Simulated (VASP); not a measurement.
Crystal: Lu5N.

```
Lu N
1.0
     5.75699    0.00000    0.00000
    -2.87850    4.98570    0.00000
     0.00000    0.00000    4.67116
Lu N
5 1
Direct
  0.00000 0.50000 0.50000
  0.33333 0.66667 0.00000
  0.66667 0.33333 0.00000
  0.50000 0.00000 0.50000
  0.50000 0.50000 0.50000
  0.00000 0.00000 0.00000
```

The cell was built from a structure type or drawn by symmetry, and may not be a known phase.

| Quantity | Value |
| --- | --- |
| Program | VASP 6.6.1 |
| Task | relaxation of cell and atoms |
| Functional | PBE |
| Potentials or basis | VASP PAW PBE potentials, release 64 (Lu, N) |
| Cutoff | 600 eV |
| k mesh | 6 × 6 × 4 |
| Occupations | gaussian, width 0.1 eV |
| Spin | no spin polarisation |

At the start: pressure 18.1 GPa; volume 22.35 Å³/atom.

**Question.** Where does the relaxation end?

**Answer.** Over 7 steps the energy falls by 511.0 meV/atom and the volume is 30.57 Å³/atom (+36.8 %); space group P6/mmm (No. 191, to 0.1 Å) before and after.

The path:
| step | energy change (eV) | largest force (eV/Å) | pressure (GPa) | volume (Å³) |
| --- | --- | --- | --- | --- |
| 1 | 0.0000 | 0.0000 | 18.14 | 134.07 |
| 2 | -2.9535 | 0.0000 | -0.31 | 188.90 |
| 3 | -2.9539 | 0.0000 | -0.71 | 191.33 |
| 4 | -3.0325 | 0.0000 | -0.60 | 188.86 |
| 5 | -3.0628 | 0.0000 | -0.39 | 186.30 |
| 6 | -3.0634 | 0.0000 | -0.39 | 185.95 |
| 7 | -3.0658 | 0.0000 | 0.09 | 183.42 |

Final structure:
```xyz
6
Lattice="6.0501 0.0000 0.0000 -3.0250 5.2395 0.0000 0.0000 0.0000 5.7861" Properties=species:S:1:pos:R:3 pbc="T T T"
Lu   -1.5125    2.6197    2.8931
Lu    0.0000    3.4930    0.0000
Lu    3.0250    1.7465    0.0000
Lu    0.0000    5.2395    2.8931
Lu    1.5125    2.6197    2.8931
N     0.0000    0.0000    5.7861
```

Caveat: the volume moved by over 15 % at a fixed basis, so the end points are rough.
